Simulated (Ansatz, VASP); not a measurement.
C: VASP beside Ansatz

```xyz
2
Lattice="2.5660 0.0000 0.0000 -1.2830 2.2222 0.0000 0.0000 0.0000 26.0024" Properties=species:S:1:pos:R:3 pbc="T T T"
C     1.2830    0.7407   13.5012
C     0.0000    1.4815   12.5012
```

Alike in both runs: task single point; functional PBE; dispersion D3(BJ); k mesh 21 × 21 × 1; occupations gaussian, width 0.1 eV; no spin polarisation.

|  | VASP | Ansatz |
| --- | --- | --- |
| version | VASP 6.6.1 | Ansatz 0.2.0 |
| potentials or method | VASP PAW PBE potentials, release 64 (C), cutoff 520 eV | scalar-relativistic, plane waves, PAW |
| valence electrons in the cell | 8 | 8 |

Ansatz gave:

```
gap on the k mesh at the Fermi level (eV)  : none
rms of the force components (eV/Å)         : 4.696
work function, face that differs most (eV) : 6.00
```

Question: What did VASP give for the same quantities?

Answer: gap on the k mesh at the Fermi level (eV): none; rms of the force components (eV/Å): 4.694; work function, face that differs most (eV): 6.00.

Atom by atom the forces differ by 0.002 eV/Å (rms over components). A gap of «none» marks a metal or a gap that the smearing closes.
